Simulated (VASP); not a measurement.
Here is a VASP 6.6.1 calculation.

Contents of INCAR:

```
PREC = Accurate
ENCUT = 600
EDIFF = 1E-7
ISMEAR = 0
SIGMA = 0.1
LREAL = False
LASPH = True
NELM = 100
ALGO = Normal
ISIF = 3
LWAVE = False
LCHARG = False
GGA = B5
ALDAX = 1.0
AGGAX = 1.0
AGGAC = 1.0
ALDAC = 0.0
IVDW = 12
VDW_S6 = 1.0
VDW_S8 = 2.6996
VDW_A1 = 0.4298
VDW_A2 = 4.2359
IBRION = 2
NSW = 80
EDIFFG = -0.005
```

The input KPOINTS:

```
Automatic mesh
0
Gamma
  11 11 11
```

File POSCAR:

```
WC
1.0
    0.0000000000      2.1926840000      2.1926840000
    2.1926840000      0.0000000000      2.1926840000
    2.1926840000      2.1926840000      0.0000000000
W C
1 1
Direct
    0.0000000000      0.0000000000      0.0000000000
    0.5000000000      0.5000000000      0.5000000000
```

Potentials or basis: VASP PAW PBE potentials, release 64 (W_sv, C).

Command:

```sh
$ cat potpaw_PBE.64/W_sv/POTCAR potpaw_PBE.64/C/POTCAR > POTCAR
$ mpirun -np 1 vasp_std > vasp.out
```

Question: Estimate the dispersion energy per atom.

Answer: -1.066 eV.

Question: What does it give for the relaxed volume?

Answer: 10.46 Å³/atom.

Question: Estimate the space group after relaxing (to 0.1 Å).

Answer: Fm-3m (No. 225).

Step by step:
| step | energy change (eV) | largest force (eV/Å) | pressure (GPa) | volume (Å³) |
| --- | --- | --- | --- | --- |
| 1 | 0.0000 | 0.0000 | -2.96 | 21.08 |
| 2 | 0.0081 | 0.0000 | 7.64 | 20.50 |
| 3 | -0.0016 | 0.0000 | -0.01 | 20.91 |

Caveat: the highest band is partly filled, so the run has too few bands; the PAW data sets were made with another functional, which shifts forces and pressure a little.
